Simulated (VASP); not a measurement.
# CsH5 in VASP: notebook

CsH5 is run at these levels: PBE; tasks: single point.

Everything below comes from runs of VASP 6.6.1. Logs are shortened: lines on timing, memory, paths and dates and some standing lists are left out, and cuts for length are marked.

### 1 The cell of the first run

The typed cell holds 12 atoms: a = 5.254 Å, b = 8.495 Å, c = 3.429 Å, α = 90.00°, β = 90.00°, γ = 90.00°.

### 2 Single point, PBE

The input, INCAR:

```
SYSTEM = CsH5
  PREC = Accurate
  ENCUT = 520
  EDIFF = 1E-6
  ISMEAR = 0
  SIGMA = 0.1
  LREAL = .False.
  LASPH = .True.
  NELM = 60
  ALGO = Normal
  ISIF = 2
  LWAVE = .False.
  LCHARG = .False.
  GGA = PE
  NBANDS = 26
```

The input, KPOINTS:

```
regular mesh
0
Gamma
  8 4 10
  0 0 0
```

The input, POSCAR:

```
CsH5
1.0
    5.2543636968      0.0000000000      0.0000000000
    0.0000000000      8.4946449228      0.0000000000
    0.0000000000      0.0000000000      3.4294451230
Cs H
2 10
Direct
    0.0000000000      0.0000000000      0.0000000000
    0.5000000000      0.5000000000      0.0000000000
    0.4999900139      0.1505907838      0.0000000000
    0.0000099861      0.6505907838      0.0000000000
    0.5000099861      0.8494092162      0.0000000000
    0.9999900139      0.3494092162      0.0000000000
    0.4999789245      0.8851826339      0.5000000000
    0.5000210755      0.1148173661      0.5000000000
    0.5000000000      0.0000000000      0.5000000000
    0.0000000000      0.5000000000      0.5000000000
    0.0000210755      0.3851826339      0.5000000000
    0.9999789245      0.6148173661      0.5000000000
```

Potentials or basis: VASP PAW PBE potentials, release 64 (Cs_sv, H).

Started as:

```bash
$ cat potpaw_PBE.64/Cs_sv/POTCAR potpaw_PBE.64/H/POTCAR > POTCAR
$ mpirun -np 1 vasp_std > vasp.out
```

OUTCAR:

```text
SYSTEM = CsH5
   PREC = Accurate
   ENCUT = 520
   EDIFF = 1E-6
   ISMEAR = 0
   LREAL = .False.
   LASPH = .True.
   NELM = 60
   ISIF = 2
   GGA = PE

 ion  position               nearest neighbor table
   1  0.000  0.000  0.000-
   2  0.500  0.500  0.000-
   3  0.500  0.151  0.000-
   4  0.000  0.651  0.000-
   5  0.500  0.849  0.000-
   6  1.000  0.349  0.000-
   7  0.500  0.885  0.500-
   8  0.500  0.115  0.500-
   9  0.500  0.000  0.500-
  10  0.000  0.500  0.500-
  11  0.000  0.385  0.500-
  12  1.000  0.615  0.500-

  LATTYP: Found a simple orthorhombic cell.
 ALAT       =     3.4294451230
 B/A-ratio  =     1.5321323154
 C/A-ratio  =     2.4769735681

  Lattice vectors:

 A1 = (   0.0000000000,   0.0000000000,   3.4294451230)
 A2 = (   5.2543636968,   0.0000000000,   0.0000000000)
 A3 = (   0.0000000000,   8.4946449228,   0.0000000000)

Analysis of symmetry for initial positions (statically):
=====================================================================
 Subroutine PRICEL returns:
 Original cell was already a primitive cell.

 Routine SETGRP: Setting up the symmetry group for a
 simple orthorhombic supercell.

 Subroutine GETGRP returns: Found  8 space group operations
 (whereof  4 operations were pure point group operations)
 out of a pool of  8 trial point group operations.

The static configuration has the point symmetry C_2h.
 The point group associated with its full space group is D_2h.

Analysis of symmetry for dynamics (positions and initial velocities):
=====================================================================
 Subroutine PRICEL returns:
 Original cell was already a primitive cell.

 Routine SETGRP: Setting up the symmetry group for a
 simple orthorhombic supercell.

 Subroutine GETGRP returns: Found  8 space group operations
 (whereof  4 operations were pure point group operations)
 out of a pool of  8 trial point group operations.

The dynamic configuration has the point symmetry C_2h.
 The point group associated with its full space group is D_2h.

 Subroutine INISYM returns: Found  8 space group operations
 (whereof  4 operations are pure point group operations),
 and found     1 'primitive' translations

[... 119 lines left out ...]
   NFREE  =      0    steps in history (QN), initial steepest desc. (CG)
   ISIF   =      2    stress and relaxation
   ISYM   =      2    0-nonsym 1-usesym 2-fastsym
   POTIM  = 0.5000    time-step for ionic-motion
   TEBEG  =    0.0;   TEEND  =   0.0 temperature during run
   PSTRESS=    0.0 pullay stress
   NELECT =      28.0000    total number of electrons
   NUPDOWN=      -1.0000    fix difference up-down
   EMIN   =  10.00;   EMAX   =-10.00  energy-range for DOS
   EFERMI =   0.00;   METHOD = LEGACY
   ISMEAR =     0;   SIGMA  =   0.10  broadening in eV -4-tet -1-fermi 0-gaus
   EFERMI_NEDOS =   21; number of points for ismear=-14 and -15
   IALGO  =     38    algorithm
   IMIX   =      4    mixing-type and parameters
     AMIX     =   0.40;   BMIX     =  1.00
     AMIX_MAG =   1.60;   BMIX_MAG =  1.00
  volume/ion in A,a.u.               =      12.76        86.08
  Fermi-wavevector in a.u.,A,eV,Ry     =   0.929318  1.756157 11.750431  0.863632
  Thomas-Fermi vector in A             =   2.055588
   LORBIT       =      0    0 simple, 1 ext, 2 COOP (PROOUT), +10 PAW based schemes
   GGA     = PE    functional components
   LHFCALC =     F    Hartree Fock is set to
   AEXX    =    0.0000 exact exchange contribution
   IVDW    =     0    specifies the selected vdW correction
   LEPSILON=     F    determine dielectric tensor
   LRPA    =     F    only Hartree local field effects (RPA)
 non-spin polarized calculation
 Gauss-broadening in eV      SIGMA  =   0.10
  energy-cutoff  :      520.00
  volume of cell :      153.07
 maximum number of plane-waves:      4157
 NGX is ok and might be reduce to    40
   NGX = 19   NGY = 31   NGZ = 13

 number of electron      27.9999992 magnetization

 Free energy of the ion-electron system (eV)
  ---------------------------------------------------
  ext. energy  EPLUGINS =         0.00000000
  ---------------------------------------------------
  free energy    TOTEN  =       -29.09460370 eV

  energy without entropy =      -29.08089039  energy(sigma->0) =      -29.08774704

 E-fermi :   0.4577     XC(G=0):  -8.0144

 val. band max:        0.4528057189   @ k =   0.0000   0.5000   0.1000
 cond. band min:       0.4726037680   @ k =   0.3750   0.0000   0.1000
 fundamental gap:      0.0197980491
 Fermi energy:         0.4576666112

 k-point     1 :       0.0000    0.0000    0.0000
  band No.  band energies     occupation
      1     -21.5630      2.00000
      2     -21.5430      2.00000
      3      -8.6634      2.00000
      4      -8.3295      2.00000
      5      -8.2429      2.00000
      6      -8.1645      2.00000
[... 685 lines left out ...]
     25       7.5167      0.00000
     26       7.8580      0.00000

 [... further k-points ...]

------------------------ aborting loop because EDIFF is reached ----------------------------------------

  FORCE on cell =-STRESS in cart. coord.  units (eV):
  Direction    XX          YY          ZZ          XY          YZ          ZX
  --------------------------------------------------------------------------------------
  -------------------------------------------------------------------------------------
  Total        0.0126725     -0.0371295     -0.0032727      0.0000000      0.0000000      0.0000000
  in kB        0.1326429     -0.3886332     -0.0342554      0.0000000      0.0000000      0.0000000
  external PRESSURE =      -0.0967486 kB  Pullay stress =       0.0000000 kB

 VOLUME and BASIS-vectors are now :
 -----------------------------------------------------------------------------
  energy-cutoff  :      520.00
  volume of cell :      153.07
      direct lattice vectors                 reciprocal lattice vectors
     5.254363697  0.000000000  0.000000000     0.190318002  0.000000000  0.000000000
     0.000000000  8.494644923  0.000000000     0.000000000  0.117721224  0.000000000
     0.000000000  0.000000000  3.429445123     0.000000000  0.000000000  0.291592361

 POSITION                                       TOTAL-FORCE (eV/Angst)
 -----------------------------------------------------------------------------------
      0.00000      0.00000      0.00000         0.000000      0.000000      0.000000
      2.62718      4.24732      0.00000         0.000000      0.000000      0.000000
      2.62713      1.27922      0.00000         0.000241      0.002185      0.000000
      0.00005      5.52654      0.00000        -0.000241      0.002185      0.000000
      2.62723      7.21543      0.00000        -0.000241     -0.002185      0.000000
      5.25431      2.96811      0.00000         0.000241     -0.002185      0.000000
      2.62707      7.51931      1.71472         0.000308      0.001067     -0.000000
      2.62729      0.97533      1.71472        -0.000308     -0.001067      0.000000
      2.62718      0.00000      1.71472         0.000000      0.000000      0.000000
      0.00000      4.24732      1.71472         0.000000      0.000000      0.000000
      0.00011      3.27199      1.71472        -0.000308      0.001067      0.000000
      5.25425      5.22266      1.71472         0.000308     -0.001067     -0.000000
 -----------------------------------------------------------------------------------
    total drift:                                0.000000      0.000000     -0.000000

  FREE ENERGIE OF THE ION-ELECTRON SYSTEM (eV)
  ---------------------------------------------------
  free  energy   TOTEN  =       -29.0946037038 eV

  energy  without entropy=      -29.0808903857  energy(sigma->0) =      -29.08774704
```

OSZICAR:

```text
N       E                     dE             d eps       ncg     rms          rms(c)
DAV:   1     0.116518437025E+03    0.11652E+03   -0.11169E+04  4680   0.899E+02
DAV:   2    -0.181241723673E+02   -0.13464E+03   -0.12787E+03  6288   0.152E+02
DAV:   3    -0.304197217380E+02   -0.12296E+02   -0.12223E+02  6082   0.471E+01
DAV:   4    -0.305580675145E+02   -0.13835E+00   -0.13828E+00  5658   0.563E+00
DAV:   5    -0.305589551623E+02   -0.88765E-03   -0.88756E-03  6244   0.471E-01    0.514E+00
DAV:   6    -0.294828313593E+02    0.10761E+01   -0.55286E-01  5878   0.399E+00    0.281E+00
DAV:   7    -0.290603639615E+02    0.42247E+00   -0.11879E+00  5804   0.563E+00    0.557E-01
DAV:   8    -0.290920429143E+02   -0.31679E-01   -0.30319E-01  5456   0.223E+00    0.346E-01
DAV:   9    -0.290941166338E+02   -0.20737E-02   -0.89397E-03  5928   0.413E-01    0.136E-01
DAV:  10    -0.290945119087E+02   -0.39527E-03   -0.27874E-03  5892   0.250E-01    0.591E-02
DAV:  11    -0.290946360696E+02   -0.12416E-03   -0.61006E-04  5624   0.132E-01    0.262E-02
DAV:  12    -0.290946000976E+02    0.35972E-04   -0.94913E-05  5694   0.556E-02    0.428E-03
DAV:  13    -0.290946041079E+02   -0.40103E-05   -0.39282E-05  5880   0.245E-02    0.621E-03
DAV:  14    -0.290946037038E+02    0.40406E-06   -0.38790E-06  5320   0.968E-03
   1 F= -.29094604E+02 E0= -.29087747E+02  d E =-.137133E-01
```

stdout:

```text
POSCAR found type information on POSCAR CsH
 POSCAR found :  2 types and      12 ions
 scaLAPACK will be used
 LDA part: xc-table for (Slater+PW92), standard interpolation
 POSCAR, INCAR and KPOINTS ok, starting setup
 FFT: planning ... GRIDC
 FFT: planning ... GRID_SOFT
 FFT: planning ... GRID
 WAVECAR not read
 entering main loop
```

It took 9.2 min on 1 thread of AMD EPYC 7R13, shared host; peak memory 0.4 GiB.

Results:

| Item | Value |
| --- | --- |
| Free energy | -29.0946 eV |
| Pressure | 0.0 GPa |
| Band gap on the k mesh | zero (bands 14 and 15 overlap by 1.54 eV) |

Forces in eV/Å, atoms in the order of the input:
```
Cs   0.000  0.000  0.000
Cs   0.000  0.000  0.000
H    0.000  0.002  0.000
H    0.000  0.002  0.000
H    0.000 -0.002  0.000
H    0.000 -0.002  0.000
H    0.000  0.001  0.000
H    0.000 -0.001  0.000
H    0.000  0.000  0.000
H    0.000  0.000  0.000
H    0.000  0.001  0.000
H    0.000 -0.001  0.000
```

Caveat: spin-orbit coupling is left out, which moves the levels of the heavy elements.

### 3 Single point, PBE

This run uses another cell than the first one, of 12.71 Å³/atom.

INCAR, as its differences from that of step 2:

```diff
@@ -8,3 +8,3 @@
   LASPH = .True.
-  NELM = 60
+  NELM = 80
   ALGO = Normal
```

The input, KPOINTS:

```
regular mesh
0
Gamma
  8 6 12
  0 0 0
```

The input, POSCAR:

```
CsH5
1.0
    5.2616421747      0.0000000000      0.0000000000
    0.0000000000      8.4391940024      0.0000000000
    0.0000000000      0.0000000000      3.4343327317
Cs H
2 10
Direct
    0.0000000000      0.0000000000      0.0000000000
    0.5000000000      0.5000000000      0.0000000000
    0.5004962160      0.1487708538      0.0000000000
   -0.0004962160      0.6487708538      0.0000000000
    0.4995037840      0.8512291462      0.0000000000
    1.0004962160      0.3512291462      0.0000000000
    0.5002767021      0.8843549325      0.5000000000
    0.4997232979      0.1156450675      0.5000000000
    0.5000000000      0.0000000000      0.5000000000
    0.0000000000      0.5000000000      0.5000000000
   -0.0002767021      0.3843549325      0.5000000000
    1.0002767021      0.6156450675      0.5000000000
```

Potentials or basis: VASP PAW PBE potentials, release 64 (Cs_sv, H).

Started as:

```bash
$ cat potpaw_PBE.64/Cs_sv/POTCAR potpaw_PBE.64/H/POTCAR > POTCAR
$ mpirun -np 1 vasp_std > vasp.out
```

Wall time 13 min (1 thread of AMD EPYC 7R13, shared host); peak memory 0.52 GiB.

Results (log left out):

```yaml
Free_energy: -29.1028 eV
Pressure: 0.0 GPa
Largest_force: 0.008 eV/Å
Band_gap_on_the_k_mesh: zero (bands 14 and 15 overlap by 1.56 eV)
```

Forces in eV/Å, atoms in the order of the input:
```
Cs   0.000  0.000  0.000
Cs   0.000  0.000  0.000
H   -0.007  0.000  0.000
H    0.007  0.000  0.000
H    0.007  0.000  0.000
H   -0.007  0.000  0.000
H   -0.006  0.004  0.000
H    0.006 -0.004  0.000
H    0.000  0.000  0.000
H    0.000  0.000  0.000
H    0.006  0.004  0.000
H   -0.006 -0.004  0.000
```

Levels at points of the mesh, in eV from the Fermi level:
| k point | band 11 | band 12 | band 13 | band 14 | band 15 | band 16 | band 17 | band 18 |
| --- | --- | --- | --- | --- | --- | --- | --- | --- |
| (0.00, 0.00, 0.00) | -3.39 | -3.14 | -0.73 | 0.49 | 2.90 | 3.19 | 3.69 | 4.25 |
| (0.50, 0.00, 0.00) | -3.63 | -3.63 | -0.01 | -0.01 | 2.89 | 2.89 | 4.39 | 4.39 |
| (0.00, 0.50, 0.00) | -3.55 | -3.55 | 0.28 | 0.28 | 3.47 | 3.47 | 3.95 | 3.95 |
| (0.50, 0.50, 0.00) | -3.92 | -3.92 | 0.53 | 0.53 | 2.96 | 2.96 | 3.82 | 3.82 |
| (0.00, 0.00, 0.50) | -2.73 | -2.10 | -1.80 | -0.57 | -0.57 | -0.13 | 2.70 | 3.30 |
| (0.50, 0.00, 0.50) | -1.56 | -1.56 | -1.15 | -1.15 | -0.77 | -0.77 | 3.77 | 3.77 |
| (0.00, 0.50, 0.50) | -2.26 | -2.26 | -1.19 | -1.19 | -0.65 | -0.65 | 2.97 | 2.97 |
| (0.50, 0.50, 0.50) | -1.32 | -1.32 | -1.12 | -1.12 | -1.03 | -1.03 | 2.93 | 2.93 |

Caveat: spin-orbit coupling is left out, which moves the levels of the heavy elements.
